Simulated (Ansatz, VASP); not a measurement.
# SnO in VASP and in Ansatz

INCAR

```
PREC     = Accurate       # precision mode
ENCUT    = 520            # plane-wave cutoff, eV
EDIFF    = 1E-6           # SCF threshold, eV
ISMEAR   = 0              # smearing method
SIGMA    = 0.05           # smearing width, eV
LREAL    = False          # projectors in reciprocal space
LASPH    = True           # aspherical terms in the spheres
NELM     = 80             # most SCF steps
ALGO     = Normal         # electronic algorithm
ISIF     = 2              # what is computed and relaxed
LWAVE    = False          # write WAVECAR
LCHARG   = False          # write CHGCAR
LDIPOL   = True         
IDIPOL   = 3            
DIPOL    = 0.5 0.5 0.404
GGA      = PE             # functional
IVDW     = 12             # dispersion correction
NBANDS   = 50             # bands
```

KPOINTS

```
Automatic mesh
0
Gamma
  7 7 1
```

The input POSCAR:

```
SnO
1.0
    3.8201629585      0.0000000000      0.0000000000
    0.0000000000      3.8201629585      0.0000000000
    0.0000000000      0.0000000000     22.2260830948
Sn O
4 4
Direct
    0.7500000000      0.2500000000      0.2024648239
    0.2500000000      0.7500000000      0.3087832219
    0.6250000000      1.2500000000      0.5000000000
    1.1250000000      0.7500000000      0.6063183980
    0.2500000000      0.2500000000      0.2556240229
    0.7500000000      0.7500000000      0.2556240229
    1.1250000000      1.2500000000      0.5531591990
    0.6250000000      0.7500000000      0.5531591990
```

Input for Ansatz:

```yaml
crystal:
  lattice:
    - [3.8201629585, 0.0, 0.0]
    - [0.0, 3.8201629585, 0.0]
    - [0.0, 0.0, 22.2260830948]
  atoms:
    - { symbol: Sn, position: [0.75, 0.25, 0.2024648239] }
    - { symbol: O, position: [0.25, 0.25, 0.2556240229] }
    - { symbol: O, position: [0.75, 0.75, 0.2556240229] }
    - { symbol: Sn, position: [0.25, 0.75, 0.3087832219] }
    - { symbol: Sn, position: [0.625, 1.25, 0.5] }
    - { symbol: O, position: [1.125, 1.25, 0.553159199] }
    - { symbol: O, position: [0.625, 0.75, 0.553159199] }
    - { symbol: Sn, position: [1.125, 0.75, 0.606318398] }
basis:
  ecutwfc: 420
kpoints:
  mp_grid: { grid: [7, 7, 1] }
hamiltonian:
  xc: pbe
  pseudopotentials: { kind: paw, azcp: { folder: soft_1 } }
  dispersion: d3bj
scf:
  occupations: { method: gaussian, width: 0.05 }
output:
  forces: true
  eigenvalues: true
efield:
  axis: 3
  dipole_correction: true
  ramp_width: 0.04
```

Alike in both runs: task single point; functional PBE; dispersion D3(BJ); k mesh 7 × 7 × 1; occupations gaussian, width 0.05 eV; no spin polarisation.

|  | VASP | Ansatz |
| --- | --- | --- |
| version | VASP 6.6.1 | Ansatz 0.2.0 |
| potentials or method | VASP PAW PBE potentials, release 64 (Sn_d, O), cutoff 520 eV | scalar-relativistic, plane waves, PAW |
| valence electrons in the cell | 80 | 80 |

Ansatz gave:

* gap on the k mesh at the Fermi level (eV): 2.62
* least direct gap on the mesh (eV): 2.64
* rms of the force components (eV/Å): 0.025

Problem. What did VASP give for the same quantities?

Solution. gap on the k mesh at the Fermi level (eV): 2.58; least direct gap on the mesh (eV): 2.60; rms of the force components (eV/Å): 0.057.
